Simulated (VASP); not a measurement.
Runs of VASP 6.6.1 on AlSn. The structure is that of space group P-6m2 (No. 187), or close to it. The cells are those of the table. 

```tsv
level	spin	cell	k mesh	smearing	grid for exact exchange (PRECFOCK)	share of exact exchange	gap on the mesh (eV)	pressure (GPa)
r2SCAN	non-collinear, zero start, SOC	a = 4.198, b = 4.198, c = 3.307 Å, angles 90.0, 90.0, 120.0°, 2 atoms	5 × 5 × 6	fermi-dirac 0.05 eV	-	-	-	-1.5
PBE0	off	a = 4.226, b = 4.226, c = 3.329 Å, angles 90.0, 90.0, 120.0°, 2 atoms	4 × 4 × 6	fermi-dirac 0.05 eV	Normal	0.25	none	-2.2
RPBE+D4	off	a = 4.198, b = 4.198, c = 3.307 Å, angles 90.0, 90.0, 120.0°, 2 atoms	7 × 7 × 8	methfessel-paxton 0.2 eV	-	-	none	(a)
PBE0	off	a = 4.253, b = 4.253, c = 3.350 Å, angles 90.0, 90.0, 120.0°, 2 atoms	4 × 4 × 6	fermi-dirac 0.05 eV	Normal	0.25	none	-3.0
```

Alike in all rows: potentials or basis VASP PAW PBE potentials, release 64 (Sn_d, Al); cutoff (eV) 520.

Q: Fill in the values left out.

A: (a) -2.4.

Caveats: some runs use coarse meshes; the PAW data sets were made with another functional, which shifts forces and pressure a little; spin-orbit coupling is left out, which moves the levels of the heavy elements (at least some runs).

A k mesh can miss the band edges, and rows without SOC leave out spin-orbit coupling on Sn.

A gap of «none» marks levels without a gap at the run's occupations.
